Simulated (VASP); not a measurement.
# As10Se12S3 in VASP: notebook, part 2 of 2

VASP 6.6.1. The steps go on from the part before.

## 4. Single point, PBE+D3(BJ)

INCAR

```
PREC = Accurate
ENCUT = 400
EDIFF = 1E-6
ISMEAR = -1
SIGMA = 0.0655
LREAL = Auto
LASPH = True
NELM = 120
ALGO = Normal
ISIF = 2
LWAVE = False
LCHARG = True
GGA = PE
IVDW = 12
LELF = True
LVHAR = True
ISYM = -1
NBANDS = 88
GGA_COMPAT = False
```

KPOINTS

```
explicit points
1
Reciprocal
  0.25000000   0.25000000   0.25000000 1
```

POSCAR

```
As10Se12S3
1.0
    8.8186510000      0.2405820000      0.2922810000
    0.2405820000      8.9584340000      0.2205530000
    0.2922810000      0.2205530000      8.8565100000
As S Se
10 3 12
Direct
    0.0571683304      0.6379501253      0.6756481920
    0.2511366800     -0.0222066322      1.0062192962
    0.6991999844      0.6894719527      0.5432847726
    0.0978873595      0.8987083757      0.5822563918
    0.5279192793      0.4351019906      0.4565825789
    0.5805416730      0.4536840500      0.1446976654
    0.7767887437      0.5797101274      0.7768187019
    0.8875988823      0.3417556523      0.6269342525
    0.2290993352      0.2484792794      0.8453278737
    0.6163459124      0.0825743675      0.4038360230
    0.5383788952      0.8731101075      0.0877814201
    0.1576874173      0.3332750373      0.6211786759
    0.3188647613      0.6646533429      0.3060387895
    0.9185346371      0.0373637105      0.4293832559
    1.0205687434      0.9176846375      0.9448716308
    0.8227959561      0.5234361832      0.1299170841
    0.7434671963      0.1128394270      0.1670828114
    0.5533799980      0.8789770914      0.8463973401
    0.3296060290      0.5946047862      0.9268383992
    0.3581992902      0.6715723827      0.5482574795
    0.9560701541      0.5375693238      0.4498529705
    0.1846758352      0.9887767902      0.2953471599
    0.1796668725      0.4171268678      0.0660198210
    0.4957751176      0.2480319881      0.7243893084
    0.3683687962      0.2230257001      0.3141742981
```

Potentials or basis: VASP PAW PBE potentials, release 64 (As, S, Se).

Command:

```sh
$ cat potpaw_PBE.64/As/POTCAR potpaw_PBE.64/S/POTCAR potpaw_PBE.64/Se/POTCAR > POTCAR
$ mpirun -np 1 vasp_std > vasp.out
```

OUTCAR:

```text
PREC = Accurate
   ENCUT = 400
   EDIFF = 1E-6
   ISMEAR = -1
   LREAL = Auto
   LASPH = True
   NELM = 120
   ISIF = 2
   GGA = PE
   IVDW = 12
   ISYM = -1
 IVDW          = 12

 ion  position               nearest neighbor table
   1  0.057  0.638  0.676-  21 2.47   4 2.48   7 2.65  20 2.84
   2  0.251  0.978  0.006-  15 2.24  22 2.60   9 2.76  11 2.78
   3  0.699  0.689  0.543-   7 2.37  21 2.68
   4  0.098  0.899  0.582-  14 2.41   1 2.48  22 2.70
   5  0.528  0.435  0.457-  20 2.66   6 2.77  25 2.82  24 2.84
   6  0.581  0.454  0.145-  16 2.25   5 2.77
   7  0.777  0.580  0.777-   3 2.37   1 2.65   8 2.67
   8  0.888  0.342  0.627-  21 2.37  12 2.38   7 2.67
   9  0.229  0.248  0.845-  12 2.21  24 2.52  23 2.53   2 2.76
  10  0.616  0.083  0.404-  17 2.32  25 2.61  14 2.70
  11  0.538  0.873  0.088-  18 2.13   2 2.78
  12  0.158  0.333  0.621-   9 2.21   8 2.38
  13  0.319  0.665  0.306-  20 2.20
  14  0.919  0.037  0.429-   4 2.41  22 2.59  10 2.70
  15  0.021  0.918  0.945-   2 2.24
  16  0.823  0.523  0.130-   6 2.25
  17  0.743  0.113  0.167-  10 2.32
  18  0.553  0.879  0.846-  11 2.13
  19  0.330  0.595  0.927-  23 2.37
  20  0.358  0.672  0.548-  13 2.20   5 2.66   1 2.84
  21  0.956  0.538  0.450-   8 2.37   1 2.47   3 2.68
  22  0.185  0.989  0.295-  14 2.59   2 2.60   4 2.70  25 2.74
  23  0.180  0.417  0.066-  19 2.37   9 2.53
  24  0.496  0.248  0.724-   9 2.52   5 2.84
  25  0.368  0.223  0.314-  10 2.61  22 2.74   5 2.82

IMPORTANT INFORMATION: All symmetrisations will be switched off!
NOSYMM: (Re-)initialisation of all symmetry stuff for point group C_1.

----------------------------------------------------------------------------------------

                                     Primitive cell

  volume of cell :     698.0000

  direct lattice vectors                    reciprocal lattice vectors
     8.818651000  0.240582000  0.292281000     0.113598598 -0.002960249 -0.003675242
     0.240582000  8.958434000  0.220553000    -0.002960249  0.111772274 -0.002685763
     0.292281000  0.220553000  8.856510000    -0.003675242 -0.002685763  0.113099467
[... 113 lines left out ...]
   GGA     = PE    functional components
   LHFCALC =     F    Hartree Fock is set to
   AEXX    =    0.0000 exact exchange contribution
   IVDW    =    12    specifies the selected vdW correction
   LEPSILON=     F    determine dielectric tensor
   LRPA    =     F    only Hartree local field effects (RPA)
 non-spin polarized calculation
  energy-cutoff  :      400.00
  volume of cell :      698.00
 maximum number of plane-waves:     12686
 NGX is ok and might be reduce to    60
   NGX = 29   NGY = 29   NGZ = 29

 number of electron     139.9999998 magnetization

 Free energy of the ion-electron system (eV)
  ---------------------------------------------------
  ext. energy  EPLUGINS =         0.00000000
  ---------------------------------------------------
  free energy    TOTEN  =       -93.53656672 eV

  energy without entropy =      -93.38201593  energy(sigma->0) =      -93.45929132

 E-fermi :   2.5879     XC(G=0):  -8.5802

 val. band max:        2.5020131062   @ k =   0.2500   0.2500   0.2500
 cond. band min:       2.6832357688   @ k =   0.2500   0.2500   0.2500
 fundamental gap:      0.1812226626
 Fermi energy:         2.5878684675

 k-point     1 :       0.2500    0.2500    0.2500
  band No.  band energies     occupation
      1     -13.0650      2.00000
      2     -12.5692      2.00000
      3     -12.2953      2.00000
      4     -12.1574      2.00000
      5     -12.0321      2.00000
      6     -11.4606      2.00000
[... 74 lines left out ...]
     81       4.2672      0.00000
     82       4.5374      0.00000
 [bands above 82 left out]

------------------------ aborting loop because EDIFF is reached ----------------------------------------

 Edisp (eV)   -7.42596

 E8    (eV) :    -3.0301

  FORCE on cell =-STRESS in cart. coord.  units (eV):
  Direction    XX          YY          ZZ          XY          YZ          ZX
  --------------------------------------------------------------------------------------
  -------------------------------------------------------------------------------------
  Total      -7.05409    -5.36321    -1.55143    -0.64414    -1.94584     4.96644
  in kB     -16.19183   -12.31063    -3.56112    -1.47855    -4.46646    11.39989
  external pressure =      -10.69 kB  Pullay stress =        0.00 kB

 VOLUME and BASIS-vectors are now :
 -----------------------------------------------------------------------------
  energy-cutoff  :      400.00
  volume of cell :      698.00
      direct lattice vectors                 reciprocal lattice vectors
     8.818651000  0.240582000  0.292281000     0.113598598 -0.002960249 -0.003675242
     0.240582000  8.958434000  0.220553000    -0.002960249  0.111772274 -0.002685763
     0.292281000  0.220553000  8.856510000    -0.003675242 -0.002685763  0.113099467

 POSITION                                       TOTAL-FORCE (eV/Angst)
 -----------------------------------------------------------------------------------
      0.85511      5.87780      6.14130        -0.135388      0.466117      0.355702
      2.45174      8.82129      0.34414         0.916437     -0.062760     -0.311561
      6.49067      6.46463      5.16803        -0.272046     -0.310025     -1.126142
      1.24963      8.20299      5.38358         0.529030      0.500316      1.218847
      4.89366      4.12554      4.29399         0.100894     -0.487768      0.605409
      5.27103      4.23588      1.55126        -0.385623      0.023495     -0.052743
[... 17 lines left out ...]
      4.64346      2.50102      6.61517        -0.274668      0.152490      0.057786
      3.39400      2.15588      2.93934         0.578330     -0.438686      0.090397
 -----------------------------------------------------------------------------------
    total drift:                               -0.028787     -0.028976      0.039500

  FREE ENERGIE OF THE ION-ELECTRON SYSTEM (eV)
  ---------------------------------------------------
  free  energy   TOTEN  =      -100.9625218053 eV

  energy  without entropy=     -100.8079710145  energy(sigma->0) =     -100.88524641
```

stdout:

```text
POSCAR found type information on POSCAR AsS Se
 POSCAR found :  3 types and      25 ions
 scaLAPACK will be used
 LDA part: xc-table for (Slater+PW92), standard interpolation
 POSCAR, INCAR and KPOINTS ok, starting setup
 FFT: planning ... GRIDC
 FFT: planning ... GRID_SOFT
 FFT: planning ... GRID
 WAVECAR not read
 entering main loop
```

It took 2 min on 1 thread of Intel Xeon Platinum 8259CL at 2.50GHz (Skylake/Cascade Lake), shared host; peak memory 0.48 GiB.

What came out:

| Quantity | Value |
| --- | --- |
| Free energy | -100.9625 eV |
| Pressure | -1.1 GPa |
| Largest force | 1.476 eV/Å |
| Dispersion energy per atom | -0.297 eV |

Forces on the atoms (eV/Å):
```
As  -0.135  0.466  0.356
As   0.916 -0.063 -0.312
As  -0.272 -0.310 -1.126
As   0.529  0.500  1.219
As   0.101 -0.488  0.605
As  -0.386  0.023 -0.053
As   0.007 -0.307  0.896
As  -0.394 -0.519  0.468
As   1.188 -0.595  0.255
As  -0.903  0.430  0.032
S    0.631  0.307  0.288
S   -0.682 -0.342  0.120
S    0.628  0.037 -0.363
Se   0.211  0.263 -0.123
Se  -1.155 -0.530 -0.751
Se  -0.157 -0.162  0.115
Se  -0.557 -0.163 -0.395
Se  -0.307 -0.004 -0.351
Se   0.354  0.199  0.662
Se  -0.090 -0.090 -0.019
Se  -0.162  0.831 -1.200
Se   0.060  0.316  0.252
Se   0.270  0.488 -0.725
Se  -0.275  0.152  0.058
Se   0.578 -0.439  0.090
```

Caveat: the atoms stand as in a frame of molecular dynamics.

## 5. Single point, PBE+D3(BJ)

INCAR

```
SYSTEM = As10Se12S3
PREC = Accurate
ENCUT = 400
EDIFF = 1E-6
ISMEAR = -1
SIGMA = 0.05
LREAL = Auto
LASPH = .True.
NELM = 120
ALGO = Normal
ISIF = 2
LWAVE = .False.
LCHARG = .True.
GGA = PE
IVDW = 12
LELF = .True.
LVHAR = .True.
ISYM = -1
NBANDS = 88
GGA_COMPAT = .False.
```

KPOINTS is that of step 4.

POSCAR

```
As10Se12S3
1.0
    8.8186510000      0.2405820000      0.2922810000
    0.2405820000      8.9584340000      0.2205530000
    0.2922810000      0.2205530000      8.8565100000
As S Se
10 3 12
Direct
    0.0600692675      0.6378707379      0.6763658133
    0.2641836938      0.9691007008      0.0009135719
    0.6922421086      0.6913771382      0.5409880960
    0.0955305558      0.8935020594      0.5861032928
    0.5314244308      0.4395974304      0.4616454116
    0.5791790051      0.4574904771      0.1345332511
    0.7822427047      0.5695278779      0.7848797368
    0.8822886268      0.3336665997      0.6360739872
    0.2442224277      0.2346902729      0.8508982411
    0.6007361111      0.0907718925      0.4031216851
    0.5510871723      0.8779301074      0.0883888316
    0.1464132875      0.3088059882      0.6197944891
    0.3286107719      0.6561006128      0.3044580039
    0.9294738724      0.0442641727      0.4269252619
    0.0060821767      0.9219418711      0.9398345680
    0.8246452077      0.5122786821      0.1320020272
    0.7409016743      0.1148475635      0.1704128989
    0.5433244657      0.8704870057      0.8364951952
    0.3319644149      0.6033626524      0.9254774923
    0.3472160115      0.6687634493      0.5560153573
    0.9544370271      0.5391048625      0.4449828427
    0.1788648053      0.9786095462      0.3039057083
    0.1872806766      0.4287184544      0.0616979234
    0.4906730477      0.2510753195      0.7192340071
    0.3649418235      0.2206399313      0.3138261731
```

Command:

```sh
$ cat potpaw_PBE.64/As/POTCAR potpaw_PBE.64/S/POTCAR potpaw_PBE.64/Se/POTCAR > POTCAR
$ mpirun -np 1 vasp_std > vasp.out
```

Run time: 2 min. Hardware: 1 thread of Intel Xeon Platinum 8259CL at 2.50GHz (Skylake/Cascade Lake), shared host; peak memory 0.48 GiB.

The run converged. Its results:

```
Free energy                : -101.6601 eV
Pressure                   : -2.3 GPa
Largest force              : 1.926 eV/Å
Dispersion energy per atom : -0.297 eV
```

Forces on the atoms (eV/Å):
```
As  -0.767 -0.318  0.251
As  -0.346 -0.764 -0.882
As   0.128 -1.052 -0.134
As   0.716  0.936  1.524
As  -0.044 -0.193  0.360
As  -0.485 -0.041  0.173
As  -0.229  0.070 -0.103
As  -0.224  0.270 -0.346
As   0.100  0.299 -0.212
As  -0.450  0.389 -0.029
S    0.735  0.444 -0.684
S   -0.155 -0.271  1.011
S    0.438  0.315  0.046
Se  -0.276  0.189 -0.271
Se   0.522 -0.013 -0.461
Se   0.008 -0.050  0.085
Se  -0.739 -0.319 -0.466
Se  -0.405  0.250  0.898
Se   0.523  0.432  0.447
Se   0.477 -0.275 -0.553
Se  -0.385  0.035  0.104
Se   0.216  0.210 -0.155
Se  -0.034 -0.233 -0.625
Se   0.250  0.106  0.109
Se   0.428 -0.416 -0.088
```

Stress tensor (GPa, compression positive):
```
-2.15 -0.02  0.62
-0.02 -2.03 -0.40
 0.62 -0.40 -2.77
```

Levels at points of the mesh, in eV from the Fermi level:
```tsv
k point	band 66	band 67	band 68	band 69	band 70	band 71	band 72	band 73	band 74	band 75
(0.25, 0.25, 0.25)	-0.71	-0.66	-0.46	-0.36	-0.15	0.15	0.33	0.51	0.58	0.81
```

Caveat: the atoms stand as in a frame of molecular dynamics.

## 6. Overview

| cell | smearing | pressure (GPa) | largest force (eV/Å) |
| --- | --- | --- | --- |
| as given, atomic positions A | fermi-dirac 0.0655 eV | -1.5 | 2.61 |
| as given, atomic positions B | fermi-dirac 0.0655 eV | 0.3 | 3.65 |
| as given, atomic positions C | fermi-dirac 0.0655 eV | -1.1 | 1.48 |
| as given, atomic positions D | fermi-dirac 0.05 eV | -2.3 | 1.93 |

Alike in all rows: task single point; level PBE+D3(BJ); potentials or basis VASP PAW PBE potentials, release 64 (As, S, Se); no spin polarisation; k mesh 1 × 1 × 1, shifted; cutoff (eV) 400.

Caveats: the atoms stand as in a frame of molecular dynamics.

Total energies depend on the potentials used, so only differences within one code and one set of settings carry meaning.
